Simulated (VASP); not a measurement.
Here is a VASP 6.6.1 calculation.

INCAR

```
SYSTEM = Pd
PREC = Accurate ; ENCUT = 520
EDIFF = 1E-6 ; ISMEAR = -1
SIGMA = 0.05 ; LREAL = .FALSE.
LASPH = .TRUE. ; NELM = 150
ALGO = Normal ; ISIF = 2
LWAVE = .FALSE. ; LCHARG = .FALSE.
ISPIN = 2 ; MAGMOM = 0.6 0.6
LORBIT = 11 ; LMAXMIX = 4
GGA = PE ; NBANDS = 21
```

Contents of KPOINTS:

```
regular mesh
0
G
  14 14 7
  0 0 0
```

Contents of POSCAR:

```
Pd
1.0
    2.5841257186      0.0000000000      0.0000000000
   -1.2920628593      2.2379185189      0.0000000000
    0.0000000000      0.0000000000      4.2970836122
Pd
2
Direct
    0.6666666667      0.3333333333      0.7500000000
    0.3333333333      0.6666666667      0.2500000000
```

Potentials or basis: VASP PAW PBE potentials, release 64 (Pd).

The run is started by

```bash
$ cat potpaw_PBE.64/Pd/POTCAR > POTCAR
$ mpirun -np 1 vasp_std > vasp.out
```

What does it give for the band gap on the k mesh?

Zero (filled and empty bands overlap).

What does it give for the pressure?

63.1 GPa.

What does it give for the net moment?

0.00 μB per cell.

Stress tensor (GPa, compression positive):
```
62.82  0.00  0.00
 0.00 62.82  0.00
 0.00  0.00 63.53
```

Caveat: the cell stands under pressure.
